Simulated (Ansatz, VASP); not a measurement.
# Two plane-wave programs on LiH

```
Li H
1.0
     0.00000    1.95120    2.03250
     1.95120    0.00000    2.03250
     1.95120    1.95120    0.00000
Li H
1 1
Direct
  0.00000 0.00000 0.00000
  0.50000 0.50000 0.50000
```

Change from the starting cell: strain -0.040 along x and y, +0.000 along z, atoms carried along.

Alike in both runs: task single point; functional PBE; k mesh 10 × 10 × 10; occupations gaussian, width 0.05 eV; no spin polarisation.

|  | VASP | Ansatz |
| --- | --- | --- |
| version | VASP 6.6.1 | Ansatz 0.2.0 |
| potentials or method | VASP PAW PBE potentials, release 64 (Li_sv, H), cutoff 520 eV | scalar-relativistic, plane waves, PAW |
| valence electrons in the cell | 4 | 4 |

Ansatz gave:

| Quantity | Value |
| --- | --- |
| gap on the k mesh at the Fermi level (eV) | 2.48 |
| least direct gap on the mesh (eV) | 2.81 |

**Question.** What did VASP give for the same quantities?

**Answer.** gap on the k mesh at the Fermi level (eV): 2.48; least direct gap on the mesh (eV): 2.80.

With one functional, cell and mesh, what is left measures potentials, basis and numerics.

Noted on VASP's run: the cutoff is short for stress, so the pressure is rough.
